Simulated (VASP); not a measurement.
A run of VASP 6.6.1:

The input POSCAR:

```
ZrTi2
1.0
    4.7244100000      0.0000000000      0.0000000000
   -2.3622100000      4.0914600000      0.0000000000
    0.0000000000      0.0000000000      3.0034500000
Zr Ti
1 2
Direct
    0.0000000000      0.0000000000      0.0000000000
    0.6666666667      0.3333333333      0.5000000000
    0.3333333333      0.6666666667      0.5000000000
```

The input INCAR.step1:

```
PREC = Accurate ; ENCUT = 520
ISMEAR = 1 ; SIGMA = 0.05
LREAL = False ; LASPH = True
NELM = 150 ; ISPIN = 2
MAGMOM = -0.15 0.27 0.27 ; LMAXMIX = 4
NBANDS = 29 ; GGA = PE
ALGO = Normal ; EDIFF = 1E-4
LWAVE = True ; LCHARG = False
```

INCAR.step2

```
PREC = Accurate ; ENCUT = 520
EDIFF = 1E-6 ; ISMEAR = 1
SIGMA = 0.05 ; LREAL = False
LASPH = True ; NELM = 150
ALGO = Normal ; ISIF = 2
LWAVE = False ; LCHARG = False
ISPIN = 2 ; MAGMOM = -0.15 0.27 0.27
LORBIT = 11 ; LMAXMIX = 4
METAGGA = R2SCAN ; LMIXTAU = True
IVDW = 12 ; VDW_S6 = 1.0
VDW_S8 = 0.78981345 ; VDW_A1 = 0.49484001
VDW_A2 = 5.73083694 ; NBANDS = 29
ISTART = 1
```

KPOINTS

```
regular mesh
0
Gamma
  6 6 9
```

Potentials or basis: VASP PAW PBE potentials, release 64 (Zr_sv, Ti_sv).

Command:

```sh
$ cat potpaw_PBE.64/Zr_sv/POTCAR potpaw_PBE.64/Ti_sv/POTCAR > POTCAR
$ cp INCAR.step1 INCAR
$ mpirun -np 1 vasp_std > vasp.out
$ cp INCAR.step2 INCAR
$ mpirun -np 1 vasp_std > vasp.out
```

Hardware: 1 thread of AMD EPYC 7R13 Processor (Zen 3) (shared host).

**Question.** How long does it take, and how much memory?

**Answer.** It took 11 min on 1 thread of AMD EPYC 7R13 Processor (Zen 3), on a shared host, peak memory 0.24 GiB. Counts: k points 35.
